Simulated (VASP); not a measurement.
A run of VASP 6.6.1:

The input INCAR:

```
SYSTEM = BaTiO3
PREC = Accurate ; ENCUT = 600
EDIFF = 1E-6 ; ISMEAR = -1
SIGMA = 0.05 ; LREAL = .False.
LASPH = .True. ; NELM = 80
ALGO = Normal ; ISIF = 3
LWAVE = .False. ; LCHARG = .False.
GGA = PE ; IBRION = 2
NSW = 60 ; EDIFFG = -0.01
```

KPOINTS

```
regular mesh
0
Gamma
  7 7 7
  0 0 0
```

POSCAR

```
BaTiO3
1.0
    4.0073000000      0.0000000000      0.0000000000
    0.0000000000      4.0073000000      0.0000000000
    0.0000000000      0.0000000000      4.0073000000
Ba Ti O
1 1 3
Direct
    0.5090294500      0.4552911200      0.5066787400
    0.9437351000      0.0699797700      0.9543125000
    0.5205349200      0.0068319800      0.0554319400
    0.0126470200      0.4919678200      0.0527235900
    0.0140535100      0.9759293100      0.4308532400
```

Potentials or basis: VASP PAW PBE potentials, release 64 (Ba_sv, Ti_sv, O).

Run with:

```bash
$ cat potpaw_PBE.64/Ba_sv/POTCAR potpaw_PBE.64/Ti_sv/POTCAR potpaw_PBE.64/O/POTCAR > POTCAR
$ mpirun -np 1 vasp_std > vasp.out
```

Hardware: 1 thread of Intel(R) Xeon(R) Platinum 8375C CPU @ 2.90GHz (Ice Lake), on a shared host.

**Question.** Estimate the wall time of this run.

**Answer.** Wall time 83 min on 1 thread of Intel(R) Xeon(R) Platinum 8375C CPU @ 2.90GHz (Ice Lake) (shared host), peak memory 0.48 GiB. Counts: scf iterations 247, k points 172, ion steps 36.
